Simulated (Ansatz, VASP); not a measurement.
# Two plane-wave programs on KF

```
K F
1.0
     0.00000    2.87669    2.87669
     2.87669    0.00000    2.87669
     2.87669    2.87669    0.00000
K F
1 1
Direct
  0.00000 0.00000 0.00000
  0.25000 0.25000 0.25000
```

Change from the starting cell: hydrostatic strain -2.0%.

Alike in both runs: task single point; functional r2SCAN; k mesh 8 × 8 × 8; no spin polarisation.

```csv
,VASP,Ansatz
version,VASP 6.6.1,Ansatz 0.2.0
potentials or method,"VASP PAW PBE potentials, release 64 (K_sv, F)","plane waves, PAW"
plane-wave cutoff (eV),520,500
occupations,"gaussian, width 0.01 eV",fixed
valence electrons in the cell,16,16
```

|  | VASP | Ansatz | Ansatz less VASP |
| --- | --- | --- | --- |
| gap on the k mesh at the Fermi level (eV) | 5.89 | 5.90 | +0.005 |
| pressure (GPa) | 1.7 | 1.7 | -0.04 |

VASP's potentials were made for PBE, not for r2SCAN.
